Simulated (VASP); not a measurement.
Wanted: the native input for a VASP 6.6.1 run.

```
Task                   : single point
Functional             : BLYP
Potentials or basis    : VASP PAW PBE potentials, release 64 (Zn)
Cutoff                 : 520 eV
k mesh                 : 10 × 10 × 10
Occupations            : fermi-dirac, width 0.1 eV
Spin                   : no spin polarisation
Dipole correction      : no
Further INCAR settings : ALGO = Normal; EDIFF = 1e-06; NBANDS = 19
```

The structure of Zn lies in POSCAR:

```
Zn
1.0
    0.0000000000      2.9453384708      2.9453384708
    2.9453384708      0.0000000000      2.9453384708
    2.9453384708      2.9453384708      0.0000000000
Zn
2
Direct
    0.1250000000      0.1250000000      0.1250000000
    0.8750000000      0.8750000000      0.8750000000
```

This isn't the form of Zn at room conditions, which is hcp.

One way to write it, as run:

INCAR

```
PREC = Accurate ; ENCUT = 520
EDIFF = 1E-6 ; ISMEAR = -1
SIGMA = 0.1 ; LREAL = False
LASPH = True ; NELM = 100
ALGO = Normal ; ISIF = 2
LWAVE = False ; LCHARG = False
GGA = B5 ; ALDAX = 1.0
AGGAX = 1.0 ; AGGAC = 1.0
ALDAC = 0.0 ; NBANDS = 19
```

KPOINTS

```
Automatic mesh
0
Gamma
  10 10 10
```

Potentials or basis: VASP PAW PBE potentials, release 64 (Zn).

Command:

```sh
$ cat potpaw_PBE.64/Zn/POTCAR > POTCAR
$ mpirun -np 1 vasp_std > vasp.out
```

Results of the run:

```yaml
Pressure: 1.8 GPa
Band_gap_on_the_k_mesh: zero (bands 12 and 13 overlap by 5.42 eV)
```

Caveat: the PAW data sets were made with another functional, which shifts forces and pressure a little.

Run time: 49 s on 1 thread of Intel Xeon 8259CL (shared host), peak memory 0.19 GiB.
